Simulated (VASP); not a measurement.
Crystal: CdS.

```xyz
6
Lattice="4.4792 0.0000 0.0000 -2.2396 3.8791 0.0000 0.0000 0.0000 9.6675" Properties=species:S:1:pos:R:3 pbc="T T T"
Cd    0.0000    0.0000    1.6861
Cd    0.0000    0.0000    7.9814
Cd    0.0000    0.0000    4.8338
S     2.2396    0.0000    0.0000
S    -1.1198    1.9396    0.0000
S     1.1198    1.9396    0.0000
```

The cell was generated, and may not be a known phase.

- Program: VASP 6.6.1
- Task: relaxation of cell and atoms
- Functional: PBE
- Potentials or basis: VASP PAW PBE potentials, release 64 (Cd, S)
- Cutoff: 600 eV
- k mesh: 6 × 6 × 2
- Occupations: gaussian, width 0.1 eV
- Spin: no spin polarisation

At the start: pressure 11.4 GPa; volume 28.00 Å³/atom.

Problem. How do energy, volume and symmetry change on relaxing?

Solution. Over 8 steps the energy falls by 407.3 meV/atom and the volume is 33.65 Å³/atom (+20.2 %); space group P6/mmm (No. 191, to 0.1 Å) before and after.

Step by step:
```csv
step,energy change (eV),largest force (eV/Å),pressure (GPa),volume (Å³)
1,0.0000,2.5028,11.42,167.98
2,-2.1259,0.4399,-1.41,220.46
3,-2.1272,0.4828,-1.17,218.37
4,-2.3136,0.3619,-0.98,212.18
5,-2.4400,0.0104,-0.35,204.49
6,-2.4423,0.1093,-0.12,202.85
7,-2.4427,0.0680,-0.20,203.38
8,-2.4441,0.0264,0.00,201.90
```

Final structure:
```yaml
crystal:
  lattice:
    - [5.10151, 0.00000, 0.00000]
    - [-2.55075, 4.41804, 0.00000]
    - [0.00000, 0.00000, 8.95781]
  atoms:
    - { symbol: Cd, position: [0.00000, 0.00000, 0.19274] }
    - { symbol: Cd, position: [0.00000, 0.00000, 0.80726] }
    - { symbol: Cd, position: [0.00000, 0.00000, 0.50000] }
    - { symbol: S, position: [0.50000, 0.00000, 0.00000] }
    - { symbol: S, position: [0.00000, 0.50000, 0.00000] }
    - { symbol: S, position: [0.50000, 0.50000, 0.00000] }
```

Caveat: the volume moved by over 15 % at a fixed basis, so the end points are rough.
